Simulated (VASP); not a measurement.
# Mn (Fd-3m) in VASP: notebook

The runs below take Mn through single point, with PBEsol.

Program: VASP 6.6.1. These are calculated values, not measurements. Logs are shortened: lines on timing, memory, paths and dates and some standing lists are left out, and cuts for length are marked.

## Step 1: The cell of the first run

The structure is cubic, space group Fd-3m (No. 227). Conventional cell: a = 5.710 Å, b = 5.710 Å, c = 5.710 Å, α = 90.00°, β = 90.00°, γ = 90.00°. Within 3.3 Å of Mn (site symmetry -43m) lie 4 Mn at 2.47 Å.

This isn't the form of Mn at room conditions, which is a 58-atom cubic cell.

## Step 2: Single point, PBEsol, collinear spin, ferromagnetic start

File INCAR:

```
SYSTEM = Mn
PREC = Accurate
ENCUT = 500
EDIFF = 1E-6
ISMEAR = 0
SIGMA = 0.1
LREAL = .False.
LASPH = .True.
NELM = 200
ALGO = Normal
ISIF = 2
LWAVE = .False.
LCHARG = .True.
ISPIN = 2
MAGMOM = 3.91 3.91 3.91 3.91 3.91 3.91 3.91 3.91
LORBIT = 11
LMAXMIX = 4
GGA = PS
LELF = .True.
LVHAR = .True.
NBANDS = 66
GGA_COMPAT = .False.
```

File KPOINTS:

```
regular mesh
0
Gamma
  6 6 6
  0 0 0
```

File POSCAR:

```
Mn
1.0
    5.7101309559      0.0000000000      0.0000000000
    0.0000000000     -5.7101309559      0.0000000000
    0.0000000000      0.0000000000     -5.7101309559
Mn
8
Direct
    0.5000000000      0.0000000000      0.0000000000
    0.0000000000      0.5000000000      0.0000000000
    0.0000000000      0.0000000000      0.5000000000
    0.5000000000      0.5000000000      0.5000000000
    0.7500000000      0.7500000000      0.7500000000
    0.2500000000      0.2500000000      0.7500000000
    0.2500000000      0.7500000000      0.2500000000
    0.7500000000      0.2500000000      0.2500000000
```

Potentials or basis: VASP PAW PBE potentials, release 64 (Mn_pv).

The run is started by

```
$ cat potpaw_PBE.64/Mn_pv/POTCAR > POTCAR
$ mpirun -np 1 vasp_std > vasp.out
```

OUTCAR:

```text
SYSTEM = Mn
   PREC = Accurate
   ENCUT = 500
   EDIFF = 1E-6
   ISMEAR = 0
   LREAL = .False.
   LASPH = .True.
   NELM = 200
   ISIF = 2
   ISPIN = 2
   LORBIT = 11
   GGA = PS

 ion  position               nearest neighbor table
   1  0.500  0.000  0.000-   5 2.47   6 2.47   7 2.47   8 2.47
   2  0.000  0.500  0.000-   5 2.47   6 2.47   7 2.47   8 2.47
   3  0.000  0.000  0.500-   5 2.47   6 2.47   7 2.47   8 2.47
   4  0.500  0.500  0.500-   5 2.47   6 2.47   7 2.47   8 2.47
   5  0.750  0.750  0.750-   1 2.47   2 2.47   3 2.47   4 2.47
   6  0.250  0.250  0.750-   1 2.47   2 2.47   3 2.47   4 2.47
   7  0.250  0.750  0.250-   1 2.47   2 2.47   3 2.47   4 2.47
   8  0.750  0.250  0.250-   1 2.47   2 2.47   3 2.47   4 2.47

  LATTYP: Found a simple cubic cell.
 ALAT       =     5.7101309559

  Lattice vectors:

 A1 = (   5.7101309559,   0.0000000000,   0.0000000000)
 A2 = (   0.0000000000,  -5.7101309559,   0.0000000000)
 A3 = (   0.0000000000,   0.0000000000,  -5.7101309559)

Analysis of symmetry for initial positions (statically):
=====================================================================
 Subroutine PRICEL returns following result:

  LATTYP: Found a face centered cubic cell.
 ALAT       =     5.7101309559

  Lattice vectors:

 A1 = (   2.8550654780,   2.8550654780,   0.0000000000)
 A2 = (   2.8550654780,   0.0000000000,  -2.8550654779)
 A3 = (   0.0000000000,   2.8550654780,  -2.8550654780)

   4 primitive cells build up your supercell.

 Routine SETGRP: Setting up the symmetry group for a
 simple cubic supercell.

 Subroutine GETGRP returns: Found 48 space group operations
 (whereof 24 operations were pure point group operations)
 out of a pool of 48 trial point group operations.

The static configuration has the point symmetry T_d .
 The point group associated with its full space group is O_h .

Analysis of symmetry for dynamics (positions and initial velocities):
=====================================================================
 Subroutine PRICEL returns following result:

  LATTYP: Found a face centered cubic cell.
 ALAT       =     5.7101309559

  Lattice vectors:

 A1 = (   2.8550654780,   2.8550654780,   0.0000000000)
 A2 = (   2.8550654780,   0.0000000000,  -2.8550654779)
 A3 = (   0.0000000000,   2.8550654780,  -2.8550654780)

   4 primitive cells build up your supercell.

 Routine SETGRP: Setting up the symmetry group for a
 simple cubic supercell.

 Subroutine GETGRP returns: Found 48 space group operations
 (whereof 24 operations were pure point group operations)
 out of a pool of 48 trial point group operations.

The dynamic configuration has the point symmetry T_d .
 The point group associated with its full space group is O_h .

Analysis of structural, dynamic, and magnetic symmetry:
=====================================================================
 Subroutine PRICEL returns following result:

  LATTYP: Found a face centered cubic cell.
 ALAT       =     5.7101309559

  Lattice vectors:

 A1 = (   2.8550654780,   2.8550654780,   0.0000000000)
 A2 = (   2.8550654780,   0.0000000000,  -2.8550654779)
 A3 = (   0.0000000000,   2.8550654780,  -2.8550654780)

   4 primitive cells build up your supercell.

 Routine SETGRP: Setting up the symmetry group for a
 simple cubic supercell.

 Subroutine GETGRP returns: Found 48 space group operations
 (whereof 24 operations were pure point group operations)
 out of a pool of 48 trial point group operations.

The overall configuration has the point symmetry T_d .
 The point group associated with its full space group is O_h .

 Subroutine INISYM returns: Found 48 space group operations
 (whereof 24 operations are pure point group operations),
 and found     4 'primitive' translations

----------------------------------------------------------------------------------------

                                     Primitive cell

  volume of cell :      46.5456

  direct lattice vectors                    reciprocal lattice vectors
     2.855065478  2.855065478  0.000000000     0.175127332  0.175127332  0.175127332
     2.855065478  0.000000000 -2.855065478     0.175127332 -0.175127332 -0.175127332
     0.000000000  2.855065478 -2.855065478    -0.175127332  0.175127332 -0.175127332

  length of vectors
     4.037672320  4.037672320  4.037672320     0.303329437  0.303329437  0.303329437

  position of ions in fractional coordinates (direct lattice)
     0.500000000  0.500000000  0.500000000
     0.250000000  0.250000000  0.250000000

  ion indices of the primitive-cell ions
   primitive index   ion index
                 1           1
                 2           5

----------------------------------------------------------------------------------------

 KPOINTS: regular mesh

Automatic generation of k-mesh.
 Grid dimensions read from file:
 generate k-points for:    6    6    6

 Generating k-lattice:

  Cartesian coordinates                     Fractional coordinates (reciprocal lattice)
     0.029187889  0.000000000  0.000000000     0.166666667  0.000000000  0.000000000
     0.000000000 -0.029187889  0.000000000     0.000000000  0.166666667  0.000000000
     0.000000000  0.000000000 -0.029187889     0.000000000  0.000000000  0.166666667

  Length of vectors
     0.029187889  0.029187889  0.029187889

  Shift w.r.t. Gamma in fractional coordinates (k-lattice)
     0.000000000  0.000000000  0.000000000

 Subroutine IBZKPT returns following result:
 ===========================================

 Found     20 irreducible k-points:

 Following reciprocal coordinates:
            Coordinates               Weight
  0.000000  0.000000  0.000000      1.000000
  0.166667  0.000000  0.000000      6.000000
  0.333333  0.000000  0.000000      6.000000
  0.500000  0.000000  0.000000      3.000000
  0.166667  0.166667  0.000000     12.000000
  0.333333  0.166667  0.000000     24.000000
[... 12 lines left out ...]
  0.500000  0.500000  0.333333      6.000000
  0.500000  0.500000  0.500000      1.000000
   k-points           NKPTS =     20   k-points in BZ     NKDIM =     20   number of bands    NBANDS=     66
   number of dos      NEDOS =    301   number of ions     NIONS =      8
   total plane-waves  NPLWV =  74088
   dimension x,y,z NGX =    42 NGY =   42 NGZ =   42
   dimension x,y,z NGXF=    84 NGYF=   84 NGZF=   84
   ions per type =               8
   NGX,Y,Z   is equivalent  to a cutoff of  12.23, 12.23, 12.23 a.u.
   NGXF,Y,Z  is equivalent  to a cutoff of  24.46, 24.46, 24.46 a.u.
 SYSTEM =  Mn
   PREC   = accura    normal or accurate (medium, high low for compatibility)
   ISTART =      0    job   : 0-new  1-cont  2-samecut
   ICHARG =      2    charge: 1-file 2-atom 10-const
   ISPIN  =      2    spin polarized calculation?
   LNONCOLLINEAR =      F non collinear calculations
   LSORBIT =      F    spin-orbit coupling
   LASPH  =      T    aspherical Exc in radial PAW
   ENCUT  =  500.0 eV  36.75 Ry    6.06 a.u.  10.41 10.41 10.41*2*pi/ulx,y,z
   NELM   =    200;   NELMIN=  2; NELMDL= -5     # of ELM steps
   EDIFF  = 0.1E-05   stopping-criterion for ELM
   LREAL  =      F    real-space projection
   EDIFFG = 0.1E-04   stopping-criterion for IOM
   NSW    =      0    number of steps for IOM
   IBRION =     -1    ionic relax: 0-MD 1-quasi-New 2-CG
   NFREE  =      0    steps in history (QN), initial steepest desc. (CG)
   ISIF   =      2    stress and relaxation
   ISYM   =      2    0-nonsym 1-usesym 2-fastsym
   POTIM  = 0.5000    time-step for ionic-motion
   TEBEG  =    0.0;   TEEND  =   0.0 temperature during run
   PSTRESS=    0.0 pullay stress
   NELECT =     104.0000    total number of electrons
   NUPDOWN=      -1.0000    fix difference up-down
   EMIN   =  10.00;   EMAX   =-10.00  energy-range for DOS
   EFERMI =   0.00;   METHOD = LEGACY
   ISMEAR =     0;   SIGMA  =   0.10  broadening in eV -4-tet -1-fermi 0-gaus
   EFERMI_NEDOS =   21; number of points for ismear=-14 and -15
   IALGO  =     38    algorithm
   IMIX   =      4    mixing-type and parameters
     AMIX     =   0.40;   BMIX     =  1.00
     AMIX_MAG =   1.60;   BMIX_MAG =  1.00
  volume/ion in A,a.u.               =      23.27       157.05
  Fermi-wavevector in a.u.,A,eV,Ry     =   1.348259  2.547839 24.732689  1.817801
  Thomas-Fermi vector in A             =   2.475942
   LORBIT       =     11    0 simple, 1 ext, 2 COOP (PROOUT), +10 PAW based schemes
   GGA     = PS    functional components
   LHFCALC =     F    Hartree Fock is set to
   AEXX    =    0.0000 exact exchange contribution
   IVDW    =     0    specifies the selected vdW correction
   LEPSILON=     F    determine dielectric tensor
   LRPA    =     F    only Hartree local field effects (RPA)
 spin polarized calculation
 Gauss-broadening in eV      SIGMA  =   0.10
  energy-cutoff  :      500.00
  volume of cell :      186.18
 maximum number of plane-waves:      4757
 NGX is ok and might be reduce to    42
   NGX = 21   NGY = 21   NGZ = 21

 number of electron     104.0000111 magnetization      27.9716402

 Free energy of the ion-electron system (eV)
  ---------------------------------------------------
  ext. energy  EPLUGINS =         0.00000000
  ---------------------------------------------------
  free energy    TOTEN  =       -55.84624086 eV

  energy without entropy =      -55.73625055  energy(sigma->0) =      -55.79124571

 E-fermi :   3.0927     XC(G=0):  -9.7556

 val. band max:        3.0881612803   @ k =   0.5000   0.3333   0.1667
 cond. band min:       3.0982416406   @ k =   0.1667   0.0000   0.0000
 fundamental gap:      0.0100803604
 Fermi energy:         3.0927359636

 spin component 1

 k-point     1 :       0.0000    0.0000    0.0000
  band No.  band energies     occupation
      1     -46.2438      1.00000
      2     -46.2438      1.00000
      3     -46.2438      1.00000
      4     -46.2438      1.00000
      5     -46.2438      1.00000
      6     -46.2438      1.00000
[... 56 lines left out ...]
     63       2.5275      1.00000
     64       2.5275      1.00000

 k-point     2 :       0.1667    0.0000    0.0000
  band No.  band energies     occupation
      1     -46.2440      1.00000
      2     -46.2440      1.00000
      3     -46.2440      1.00000
      4     -46.2440      1.00000
      5     -46.2415      1.00000
      6     -46.2415      1.00000
[... 1262 lines left out ...]
     63       2.3966      1.00000
     64       2.3966      1.00000
 Fermi energy:         3.0927359636

 spin component 2

 k-point     1 :       0.0000    0.0000    0.0000
  band No.  band energies     occupation
      1     -42.8020      1.00000
      2     -42.8020      1.00000
      3     -42.8020      1.00000
      4     -42.8020      1.00000
      5     -42.8020      1.00000
      6     -42.8020      1.00000
[... 56 lines left out ...]
     63       5.7069      0.00000
     64       5.8608      0.00000

 k-point     2 :       0.1667    0.0000    0.0000
  band No.  band energies     occupation
      1     -42.8022      1.00000
      2     -42.8022      1.00000
      3     -42.8022      1.00000
      4     -42.8022      1.00000
      5     -42.7994      1.00000
      6     -42.7994      1.00000
[... 1262 lines left out ...]
     63       5.5723      0.00000
     64       5.5723      0.00000
 [bands above 64 left out]

------------------------ aborting loop because EDIFF is reached ----------------------------------------

  FORCE on cell =-STRESS in cart. coord.  units (eV):
  Direction    XX          YY          ZZ          XY          YZ          ZX
  --------------------------------------------------------------------------------------
  -------------------------------------------------------------------------------------
  Total       -4.8003398     -4.8003398     -4.8003398      0.0000000     -0.0000000     -0.0000000
  in kB      -41.3089695    -41.3089695    -41.3089695      0.0000000     -0.0000000     -0.0000000
  external PRESSURE =     -41.3089695 kB  Pullay stress =       0.0000000 kB

 VOLUME and BASIS-vectors are now :
 -----------------------------------------------------------------------------
  energy-cutoff  :      500.00
  volume of cell :      186.18
      direct lattice vectors                 reciprocal lattice vectors
     5.710130956  0.000000000  0.000000000     0.175127332  0.000000000  0.000000000
     0.000000000 -5.710130956  0.000000000     0.000000000 -0.175127332  0.000000000
     0.000000000  0.000000000 -5.710130956     0.000000000  0.000000000 -0.175127332

 POSITION                                       TOTAL-FORCE (eV/Angst)
 -----------------------------------------------------------------------------------
      2.85507      0.00000      0.00000        -0.000000      0.000000     -0.000000
      0.00000     -2.85507      0.00000        -0.000000     -0.000000     -0.000000
      0.00000      0.00000     -2.85507         0.000000     -0.000000      0.000000
      2.85507     -2.85507     -2.85507        -0.000000      0.000000     -0.000000
      4.28260     -4.28260     -4.28260         0.000000      0.000000      0.000000
      1.42753     -1.42753     -4.28260         0.000000     -0.000000      0.000000
      1.42753     -4.28260     -1.42753         0.000000     -0.000000     -0.000000
      4.28260     -1.42753     -1.42753        -0.000000      0.000000     -0.000000
 -----------------------------------------------------------------------------------
    total drift:                                0.000000     -0.000000      0.000000

  FREE ENERGIE OF THE ION-ELECTRON SYSTEM (eV)
  ---------------------------------------------------
  free  energy   TOTEN  =       -55.8462408641 eV

  energy  without entropy=      -55.7362505510  energy(sigma->0) =      -55.79124571

 total charge

# of ion       s       p       d       tot
------------------------------------------
    1        0.374   6.127   5.046  11.547
    2        0.374   6.127   5.046  11.547
    3        0.374   6.127   5.046  11.547
    4        0.374   6.127   5.046  11.547
    5        0.374   6.127   5.046  11.547
    6        0.374   6.127   5.046  11.547
    7        0.374   6.127   5.046  11.547
    8        0.374   6.127   5.046  11.547
--------------------------------------------------
tot          2.991  49.017  40.367  92.375

 magnetization (x)

# of ion       s       p       d       tot
------------------------------------------
    1        0.001   0.049   3.296   3.346
    2        0.001   0.049   3.296   3.346
    3        0.001   0.049   3.296   3.346
    4        0.001   0.049   3.296   3.346
    5        0.001   0.049   3.296   3.346
    6        0.001   0.049   3.296   3.346
    7        0.001   0.049   3.296   3.346
    8        0.001   0.049   3.296   3.346
--------------------------------------------------
tot          0.010   0.389  26.364  26.764
```

Run time: 1.6 h. Hardware: 1 thread of Intel Xeon 8259CL, shared host; peak memory 0.52 GiB.

What came out:

| Property | Result |
| --- | --- |
| Free energy | -55.8462 eV |
| Pressure | -4.1 GPa |
| Net moment | 27.97 μB per cell |
| Site moments | Mn +3.35 μB |
| Valence electrons inside the program's atomic spheres | Mn 11.55 |

Caveat: the highest band is partly filled, so the run has too few bands; the cell stands under tension; the PAW data sets were made with another functional, which shifts forces and pressure a little.

(Part 1 of 2 ends here.)
